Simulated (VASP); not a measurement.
# Ga2O3 (R-3c) in VASP: single point with r2SCAN

Aim: the single point of Ga2O3 with r2SCAN.

Program: VASP 6.6.1. These are calculated values, not measurements. Logs are shortened: lines on timing, memory, paths and dates and some standing lists are left out, and cuts for length are marked.

## 1. The cell of the first run

It takes space group R-3c (No. 167, trigonal). Conventional cell: a = 4.985 Å, b = 4.985 Å, c = 13.442 Å, α = 90.00°, β = 90.00°, γ = 120.00°. Ga (site symmetry 3) has 6 O at 1.93 to 2.07 Å within 2.6 Å. O (site symmetry 2) has 4 Ga at 1.93 to 2.07 Å and 12 O at 2.62 to 3.01 Å within 3.1 Å.

## 2. Single point, r2SCAN

Contents of POSCAR:

```
Ga2O3
1.0
    2.4922618274      1.4389080369      4.4806422531
   -2.4922618274      1.4389080369      4.4806422531
    0.0000000000     -2.8778160739      4.4806422531
Ga O
4 6
Direct
    0.3554069775      0.3554069775      0.3554069775
    0.1445930225      0.1445930225      0.1445930225
    0.6445930225      0.6445930225      0.6445930225
    0.8554069775      0.8554069775      0.8554069775
    0.5536227358      0.9463772642      0.2500000000
    0.2500000000      0.5536227358      0.9463772642
    0.9463772642      0.2500000000      0.5536227358
    0.4463772642      0.0536227358      0.7500000000
    0.7500000000      0.4463772642      0.0536227358
    0.0536227358      0.7500000000      0.4463772642
```

Contents of INCAR.step1:

```
PREC = Accurate ; ENCUT = 520
ISMEAR = 0 ; SIGMA = 0.01
LREAL = F ; LASPH = T
NELM = 80 ; NBANDS = 55
GGA = PE ; ALGO = Normal
EDIFF = 1E-4 ; LWAVE = T
LCHARG = F
```

Contents of INCAR.step2:

```
PREC = Accurate ; ENCUT = 520
EDIFF = 1E-6 ; ISMEAR = 0
SIGMA = 0.01 ; LREAL = F
LASPH = T ; NELM = 80
ALGO = Normal ; ISIF = 2
LWAVE = F ; LCHARG = F
METAGGA = R2SCAN ; LMIXTAU = T
NBANDS = 55 ; ISTART = 1
```

Contents of KPOINTS:

```
regular mesh
0
Gamma
  6 6 6
```

Potentials or basis: VASP PAW PBE potentials, release 64 (Ga_d, O).

The run is started by

```sh
$ cat potpaw_PBE.64/Ga_d/POTCAR potpaw_PBE.64/O/POTCAR > POTCAR
$ cp INCAR.step1 INCAR
$ mpirun -np 1 vasp_std > vasp.out
$ cp INCAR.step2 INCAR
$ mpirun -np 1 vasp_std > vasp.out
```

OUTCAR:

```text
PREC = Accurate
   ENCUT = 520
   EDIFF = 1E-6
   ISMEAR = 0
   LREAL = F
   LASPH = T
   NELM = 80
   ISIF = 2
   METAGGA = R2SCAN
   ISTART = 1

 ion  position               nearest neighbor table
   1  0.355  0.355  0.355-   9 1.93   8 1.93  10 1.93   7 2.07   5 2.07   6 2.07   2 2.83
   2  0.145  0.145  0.145-  10 1.93   8 1.93   9 1.93   6 2.07   5 2.07   7 2.07   1 2.83
   3  0.645  0.645  0.645-   6 1.93   5 1.93   7 1.93  10 2.07   8 2.07   9 2.07   4 2.83
   4  0.855  0.855  0.855-   7 1.93   5 1.93   6 1.93   9 2.07   8 2.07  10 2.07   3 2.83
   5  0.554  0.946  0.250-   3 1.93   4 1.93   1 2.07   2 2.07
   6  0.250  0.554  0.946-   3 1.93   4 1.93   2 2.07   1 2.07
   7  0.946  0.250  0.554-   4 1.93   3 1.93   1 2.07   2 2.07
   8  0.446  0.054  0.750-   1 1.93   2 1.93   3 2.07   4 2.07
   9  0.750  0.446  0.054-   1 1.93   2 1.93   4 2.07   3 2.07
  10  0.054  0.750  0.446-   2 1.93   1 1.93   3 2.07   4 2.07

  LATTYP: Found a trigonal (rhomboedric) cell.
 ALAT       =     5.3252211555
 COS(alpha) =     0.5619314959

  Lattice vectors:

 A1 = (   2.4922618274,   1.4389080369,   4.4806422531)
 A2 = (  -2.4922618274,   1.4389080369,   4.4806422531)
 A3 = (   0.0000000000,  -2.8778160739,   4.4806422531)

Analysis of symmetry for initial positions (statically):
=====================================================================
 Subroutine PRICEL returns:
 Original cell was already a primitive cell.

 Routine SETGRP: Setting up the symmetry group for a
 trigonal (rhombohedral) supercell.

 Subroutine GETGRP returns: Found 12 space group operations
 (whereof  6 operations were pure point group operations)
 out of a pool of 12 trial point group operations.

The static configuration has the point symmetry S_6 .
 The point group associated with its full space group is D_3d.

Analysis of symmetry for dynamics (positions and initial velocities):
=====================================================================
 Subroutine PRICEL returns:
 Original cell was already a primitive cell.

 Routine SETGRP: Setting up the symmetry group for a
 trigonal (rhombohedral) supercell.

 Subroutine GETGRP returns: Found 12 space group operations
 (whereof  6 operations were pure point group operations)
 out of a pool of 12 trial point group operations.

The dynamic configuration has the point symmetry S_6 .
 The point group associated with its full space group is D_3d.

 Subroutine INISYM returns: Found 12 space group operations
 (whereof  6 operations are pure point group operations),
 and found     1 'primitive' translations

----------------------------------------------------------------------------------------

                                     Primitive cell

  volume of cell :      96.4091

  direct lattice vectors                    reciprocal lattice vectors
     2.492261827  1.438908037  4.480642253     0.200620976  0.115828574  0.074394097
    -2.492261827  1.438908037  4.480642253    -0.200620976  0.115828574  0.074394097
     0.000000000 -2.877816074  4.480642253     0.000000000 -0.231657149  0.074394097

  length of vectors
     5.325221156  5.325221156  5.325221156     0.243309507  0.243309507  0.243309507

  position of ions in fractional coordinates (direct lattice)
     0.355406978  0.355406978  0.355406978
     0.144593022  0.144593022  0.144593022
     0.644593022  0.644593022  0.644593022
     0.855406978  0.855406978  0.855406978
     0.553622736  0.946377264  0.250000000
     0.250000000  0.553622736  0.946377264
     0.946377264  0.250000000  0.553622736
     0.446377264  0.053622736  0.750000000
     0.750000000  0.446377264  0.053622736
     0.053622736  0.750000000  0.446377264

  ion indices of the primitive-cell ions
   primitive index   ion index
                 1           1
                 2           2
                 3           3
                 4           4
                 5           5
                 6           6
                 7           7
                 8           8
                 9           9
                10          10

----------------------------------------------------------------------------------------

 KPOINTS: regular mesh

Automatic generation of k-mesh.
 Grid dimensions read from file:
 generate k-points for:    6    6    6

 Generating k-lattice:

  Cartesian coordinates                     Fractional coordinates (reciprocal lattice)
     0.033436829  0.019304762  0.012399016     0.166666667  0.000000000  0.000000000
    -0.033436829  0.019304762  0.012399016     0.000000000  0.166666667  0.000000000
     0.000000000 -0.038609525  0.012399016     0.000000000  0.000000000  0.166666667

  Length of vectors
     0.040551585  0.040551585  0.040551585

  Shift w.r.t. Gamma in fractional coordinates (k-lattice)
     0.000000000  0.000000000  0.000000000

 Subroutine IBZKPT returns following result:
 ===========================================

 Found     32 irreducible k-points:

 Following reciprocal coordinates:
            Coordinates               Weight
  0.000000  0.000000  0.000000      1.000000
  0.166667 -0.000000 -0.000000      6.000000
  0.333333  0.000000  0.000000      6.000000
  0.500000  0.000000  0.000000      3.000000
  0.166667  0.166667 -0.000000      6.000000
  0.333333  0.166667  0.000000     12.000000
[... 16 lines left out ...]
  0.500000  0.500000  0.166667      6.000000
 -0.333333  0.500000  0.166667     12.000000
 [... further k-points ...]
   k-points           NKPTS =     32   k-points in BZ     NKDIM =     32   number of bands    NBANDS=     55
   number of dos      NEDOS =    301   number of ions     NIONS =     10
   total plane-waves  NPLWV =  64000
   dimension x,y,z NGX =    40 NGY =   40 NGZ =   40
   dimension x,y,z NGXF=    80 NGYF=   80 NGZF=   80
   ions per type =               4   6
   NGX,Y,Z   is equivalent  to a cutoff of  12.49, 12.49, 12.49 a.u.
   NGXF,Y,Z  is equivalent  to a cutoff of  24.97, 24.97, 24.97 a.u.
 SYSTEM =  unknown system
   PREC   = accura    normal or accurate (medium, high low for compatibility)
   ISTART =      1    job   : 0-new  1-cont  2-samecut
   ICHARG =      0    charge: 1-file 2-atom 10-const
   ISPIN  =      1    spin polarized calculation?
   LNONCOLLINEAR =      F non collinear calculations
   LSORBIT =      F    spin-orbit coupling
   LASPH  =      T    aspherical Exc in radial PAW
   ENCUT  =  520.0 eV  38.22 Ry    6.18 a.u.   9.90  9.90  9.90*2*pi/ulx,y,z
   NELM   =     80;   NELMIN=  2; NELMDL=  0     # of ELM steps
   EDIFF  = 0.1E-05   stopping-criterion for ELM
   LREAL  =      F    real-space projection
   EDIFFG = 0.1E-04   stopping-criterion for IOM
   NSW    =      0    number of steps for IOM
   IBRION =     -1    ionic relax: 0-MD 1-quasi-New 2-CG
   NFREE  =      0    steps in history (QN), initial steepest desc. (CG)
   ISIF   =      2    stress and relaxation
   ISYM   =      2    0-nonsym 1-usesym 2-fastsym
   POTIM  = 0.5000    time-step for ionic-motion
   TEBEG  =    0.0;   TEEND  =   0.0 temperature during run
   PSTRESS=    0.0 pullay stress
   NELECT =      88.0000    total number of electrons
   NUPDOWN=      -1.0000    fix difference up-down
   EMIN   =  10.00;   EMAX   =-10.00  energy-range for DOS
   EFERMI =   0.00;   METHOD = LEGACY
   ISMEAR =     0;   SIGMA  =   0.01  broadening in eV -4-tet -1-fermi 0-gaus
   EFERMI_NEDOS =   21; number of points for ismear=-14 and -15
   IALGO  =     38    algorithm
   IMIX   =      4    mixing-type and parameters
     AMIX     =   0.40;   BMIX     =  1.00
     AMIX_MAG =   1.60;   BMIX_MAG =  1.00
  volume/ion in A,a.u.               =       9.64        65.06
  Fermi-wavevector in a.u.,A,eV,Ry     =   1.588046  3.000971 34.312382  2.521889
  Thomas-Fermi vector in A             =   2.687110
   LORBIT       =      0    0 simple, 1 ext, 2 COOP (PROOUT), +10 PAW based schemes
   METAGGA = R2SCAN    functional components
   LHFCALC =     F    Hartree Fock is set to
   AEXX    =    0.0000 exact exchange contribution
   IVDW    =     0    specifies the selected vdW correction
   LEPSILON=     F    determine dielectric tensor
   LRPA    =     F    only Hartree local field effects (RPA)
 non-spin polarized calculation
 Gauss-broadening in eV      SIGMA  =   0.01
  energy-cutoff  :      520.00
  volume of cell :       96.41
 maximum number of plane-waves:      2610
   NGX = 19   NGY = 19   NGZ = 19

 number of electron      87.9999977 magnetization

 Free energy of the ion-electron system (eV)
  ---------------------------------------------------
  ext. energy  EPLUGINS =         0.00000000
  ---------------------------------------------------
  free energy    TOTEN  =      -102.32864017 eV

  energy without entropy =     -102.32864017  energy(sigma->0) =     -102.32864017

 E-fermi :   4.2155     XC(G=0): -13.1603

 val. band max:        4.1271918454   @ k =  -0.1667   0.1667   0.0000
 cond. band min:       7.6715418757   @ k =   0.0000   0.0000   0.0000
 fundamental gap:      3.5443500303
 Fermi energy:         4.2154842591

 k-point     1 :       0.0000    0.0000    0.0000
  band No.  band energies     occupation
      1     -15.7977      2.00000
      2     -13.8160      2.00000
      3     -13.8075      2.00000
      4     -13.8075      2.00000
      5     -13.7803      2.00000
      6     -13.7803      2.00000
[... 47 lines left out ...]
     54      16.2417      0.00000
     55      17.5021      0.00000

 k-point     2 :       0.1667   -0.0000   -0.0000
  band No.  band energies     occupation
      1     -15.6735      2.00000
      2     -13.9618      2.00000
      3     -13.8251      2.00000
      4     -13.8239      2.00000
      5     -13.7808      2.00000
      6     -13.7745      2.00000
[... 47 lines left out ...]
     54      16.8643      0.00000
     55      17.3002      0.00000

 k-point     3 :       0.3333    0.0000    0.0000
  band No.  band energies     occupation
      1     -15.3264      2.00000
      2     -14.3317      2.00000
      3     -13.8606      2.00000
      4     -13.8599      2.00000
      5     -13.7833      2.00000
      6     -13.7819      2.00000
[... 1152 lines left out ...]
 k-point    23 :       0.5000    0.5000    0.1667
  band No.  band energies     occupation
      1     -14.9673      2.00000
      2     -14.4007      2.00000
      3     -14.1076      2.00000
      4     -13.9087      2.00000
      5     -13.8801      2.00000
      6     -13.7707      2.00000
[... 47 lines left out ...]
     54      17.3225      0.00000
     55      17.4548      0.00000

 k-point    24 :      -0.3333    0.5000    0.1667
  band No.  band energies     occupation
      1     -14.7772      2.00000
      2     -14.4700      2.00000
      3     -14.1761      2.00000
      4     -14.0445      2.00000
      5     -13.8162      2.00000
      6     -13.7623      2.00000
[... 47 lines left out ...]
     54      17.1612      0.00000
     55      17.4868      0.00000

 [... further k-points ...]
[... 5 lines left out ...]
  --------------------------------------------------------------------------------------
  -------------------------------------------------------------------------------------
  Total        1.2850349      1.2850349      0.8880754      0.0000000     -0.0000000      0.0000000
  in kB       21.3553785     21.3553785     14.7584998      0.0000000     -0.0000000      0.0000000
  external PRESSURE =      19.1564189 kB  Pullay stress =       0.0000000 kB

 VOLUME and BASIS-vectors are now :
 -----------------------------------------------------------------------------
  energy-cutoff  :      520.00
  volume of cell :       96.41
      direct lattice vectors                 reciprocal lattice vectors
     2.492261827  1.438908037  4.480642253     0.200620976  0.115828574  0.074394097
    -2.492261827  1.438908037  4.480642253    -0.200620976  0.115828574  0.074394097
     0.000000000 -2.877816074  4.480642253     0.000000000 -0.231657149  0.074394097

 POSITION                                       TOTAL-FORCE (eV/Angst)
 -----------------------------------------------------------------------------------
      0.00000     -0.00000      4.77735         0.000000      0.000000     -0.030050
      0.00000     -0.00000      1.94361         0.000000     -0.000000      0.030050
      0.00000     -0.00000      8.66457         0.000000     -0.000000      0.030050
      0.00000     -0.00000     11.49832         0.000000      0.000000     -0.030050
     -0.97885      1.43891      7.84112        -0.039331     -0.000000     -0.000000
     -0.75671     -1.56716      7.84112         0.019666     -0.034062     -0.000000
      1.73555      0.12825      7.84112         0.019666      0.034062     -0.000000
      0.97885     -1.43891      5.60080         0.039331     -0.000000     -0.000000
      0.75671      1.56716      5.60080        -0.019666      0.034062     -0.000000
     -1.73555     -0.12825      5.60080        -0.019666     -0.034062     -0.000000
 -----------------------------------------------------------------------------------
    total drift:                                0.000000     -0.000000     -0.000000

  FREE ENERGIE OF THE ION-ELECTRON SYSTEM (eV)
  ---------------------------------------------------
  free  energy   TOTEN  =      -102.3286401735 eV

  energy  without entropy=     -102.3286401735  energy(sigma->0) =     -102.32864017
```

It took 16 min on 1 thread of AMD EPYC 7R43 (Zen 3), shared host; peak memory 0.29 GiB.

What came out:

```
Free energy            : -102.3286 eV
Pressure               : 1.9 GPa
Largest force          : 0.039 eV/Å
Band gap on the k mesh : 3.54 eV (least direct gap 3.80 eV)
```

Forces on the atoms (eV/Å):
```
Ga   0.000  0.000 -0.030
Ga   0.000  0.000  0.030
Ga   0.000  0.000  0.030
Ga   0.000  0.000 -0.030
O   -0.039  0.000  0.000
O    0.020 -0.034  0.000
O    0.020  0.034  0.000
O    0.039  0.000  0.000
O   -0.020  0.034  0.000
O   -0.020 -0.034  0.000
```

Caveat: the PAW data sets were made with another functional, which shifts forces and pressure a little. A k mesh can miss the band edges.
